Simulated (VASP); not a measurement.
Here is a VASP 6.6.1 calculation.

INCAR

```
SYSTEM = LuH2
ALGO     = Normal         ! electronic algorithm
EDIFF    = 1E-7           ! SCF threshold, eV
ENCUT    = 520            ! plane-wave cutoff, eV
GGA      = CA             ! functional
ISIF     = 2              ! what is computed and relaxed
ISMEAR   = -1             ! smearing method
LASPH    = .True.         ! aspherical terms in the spheres
LCHARG   = .False.        ! write CHGCAR
LREAL    = .False.        ! projectors in reciprocal space
LWAVE    = .False.        ! write WAVECAR
NBANDS   = 20             ! bands
NELM     = 80             ! most SCF steps
PREC     = Accurate       ! precision mode
SIGMA    = 0.1            ! smearing width, eV
```

KPOINTS

```
k-points
0
Gamma
  7 7 7
  0 0 0
```

POSCAR

```
LuH2
1.0
    0.0000000000      2.4545493033      2.4545493033
    2.4545493033      0.0000000000      2.4545493033
    2.4545493033      2.4545493033      0.0000000000
Lu H
1 2
Direct
    0.0000000000      0.0000000000      0.0000000000
    0.2500000000      0.2500000000      0.2500000000
    0.7500000000      0.7500000000      0.7500000000
```

Potentials or basis: VASP PAW PBE potentials, release 64 (Lu, H).

The run is started by

```console
$ cat potpaw_PBE.64/Lu/POTCAR potpaw_PBE.64/H/POTCAR > POTCAR
$ mpirun -np 1 vasp_std > vasp.out
```

(1) Predict the pressure.

Answers

(1) 0.6 GPa.

Caveat: the PAW data sets were made with another functional, which shifts forces and pressure a little.
